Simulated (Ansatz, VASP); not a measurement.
## Be in VASP and in Ansatz

INCAR

```
PREC = Accurate
ENCUT = 520
EDIFF = 1E-6
ISMEAR = -1
SIGMA = 0.1
LREAL = False
LASPH = True
NELM = 60
ALGO = Normal
ISIF = 2
LWAVE = False
LCHARG = False
GGA = PS
NBANDS = 7
```

The input KPOINTS:

```
regular mesh
0
Gamma
  23 23 23
```

File POSCAR:

```
Be
1.0
   -1.0962431734      1.0962431734      1.0962431734
    1.0962431734     -1.0962431734      1.0962431734
    1.0962431734      1.0962431734     -1.0962431734
Be
1
Direct
    0.0000000000      0.0000000000      0.0000000000
```

Input for Ansatz:

```yaml
crystal:
  lattice:
    - [-1.0962431734, 1.0962431734, 1.0962431734]
    - [1.0962431734, -1.0962431734, 1.0962431734]
    - [1.0962431734, 1.0962431734, -1.0962431734]
  atoms:
    - { symbol: Be, position: [0.0, 0.0, 0.0] }
kpoints:
  mp_grid: { grid: [23, 23, 23] }
scf:
  occupations: { method: fermi_dirac, width: 0.1 }
hamiltonian:
  xc: pbesol
  pseudopotentials: { kind: paw }
output:
  forces: true
  stress: true
  eigenvalues: true
  populations: true
```

Change from the starting cell: volume scaled by 0.68, PAW files.

Alike in both runs: task single point; functional PBEsol; k mesh 23 × 23 × 23; occupations fermi-dirac, width 0.1 eV; no spin polarisation.

|  | VASP | Ansatz |
| --- | --- | --- |
| version | VASP 6.6.1 | Ansatz 0.2.0 |
| potentials or method | VASP PAW PBE potentials, release 64 (Be) | PAW with Ansatz's default frozen-core files, scalar-relativistic |
| plane-wave cutoff (eV) | 520 | 420 |
| valence electrons in the cell | 2 | 2 |

Ansatz gave:

| Property | Result |
| --- | --- |
| pressure (GPa) | 91.1 |

**Question.** Which values does VASP return?

**Answer.** Pressure (GPa): 92.2.

VASP's potentials were made for PBE, not for PBEsol. Both programs put the cell under a high pressure, so it lies far from rest at this level.

Noted on VASP's run: the cell as given lies far from equilibrium.
